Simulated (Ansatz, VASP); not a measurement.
# Ir in VASP and in Ansatz

Contents of POSCAR:

```
Ir
1.0
    0.0000000000      1.9156000000      1.9156000000
    1.9156000000      0.0000000000      1.9156000000
    1.9156000000      1.9156000000      0.0000000000
Ir
1
Direct
    0.0000000000      0.0000000000      0.0000000000
```

The input INCAR.step1:

```
SYSTEM = Ir
PREC = Accurate
ENCUT = 520
ISMEAR = -1
SIGMA = 0.05
LREAL = .FALSE.
LASPH = .TRUE.
NELM = 150
LNONCOLLINEAR = .TRUE.
MAGMOM = 0 0 0
LSORBIT = .TRUE.
GGA_COMPAT = .FALSE.
LMAXMIX = 4
NBANDS = 20
GGA = PE
ALGO = Normal
EDIFF = 1E-4
LWAVE = .TRUE.
LCHARG = .FALSE.
```

File INCAR.step2:

```
SYSTEM = Ir
PREC = Accurate
ENCUT = 520
EDIFF = 1E-7
ISMEAR = -1
SIGMA = 0.05
LREAL = .FALSE.
LASPH = .TRUE.
NELM = 150
ALGO = Normal
ISIF = 2
LWAVE = .FALSE.
LCHARG = .FALSE.
LNONCOLLINEAR = .TRUE.
MAGMOM = 0 0 0
LORBIT = 11
LSORBIT = .TRUE.
GGA_COMPAT = .FALSE.
LORBMOM = .TRUE.
LMAXMIX = 4
METAGGA = R2SCAN
LMIXTAU = .TRUE.
NBANDS = 20
ISTART = 1
```

KPOINTS

```
regular mesh
0
G
  9 9 9
  0 0 0
```

The input input.yaml:

```yaml
crystal:
  lattice:
    - [0.0, 1.9156, 1.9156]
    - [1.9156, 0.0, 1.9156]
    - [1.9156, 1.9156, 0.0]
  atoms:
    - { symbol: Ir, position: [0.0, 0.0, 0.0] }
hamiltonian:
  xc: r2scan
  pseudopotentials: { kind: paw_fr }
magnetization:
  noncollinear: true
  spin_orbit: true
kpoints:
  mp_grid: { grid: [9, 9, 9] }
  band_path:
    path:
      - [[0.0, 0.0, 0.0], [0.5, 0.0, 0.5], [0.5, 0.25, 0.75], [0.375, 0.375, 0.75], [0.0, 0.0, 0.0], [0.5, 0.5, 0.5], [0.625, 0.25, 0.625], [0.5, 0.25, 0.75], [0.5, 0.5, 0.5], [0.375, 0.375, 0.75]]
      - [[0.625, 0.25, 0.625], [0.5, 0.0, 0.5]]
    npoints: 14
scf:
  occupations: { method: fermi_dirac, width: 0.05 }
  n_extra_bands: 6
output:
  forces: true
  stress: true
  eigenvalues: true
  fatbands: true
  write_density: true
  write_potential: true
  elf: true
  volumetric_format: npy
```

Alike in both runs: functional r2SCAN; k mesh 9 × 9 × 9; occupations fermi-dirac, width 0.05 eV; non-collinear spin, spin-orbit coupling.

```csv
,VASP,Ansatz
version,VASP 6.6.1,Ansatz 0.2.0
potentials or method,"VASP PAW PBE potentials, release 64 (Ir)",Ansatz PAW
plane-wave cutoff (eV),520,500
valence electrons in the cell,9,17
task,single point,band structure
```

VASP gave:

- pressure (GPa): 7.2
- net moment per atom (μB): 0.00

**Question.** Estimate Ansatz's values.

**Answer.** Pressure (GPa): 4.0; net moment per atom (μB): 0.00.

VASP's potentials were made for PBE, not for r2SCAN. With one functional, cell and mesh, what is left measures potentials, basis and numerics. VASP's potentials hold 9 valence electrons a cell and Ansatz's 17, so a difference there can come from the potentials and not from the codes.
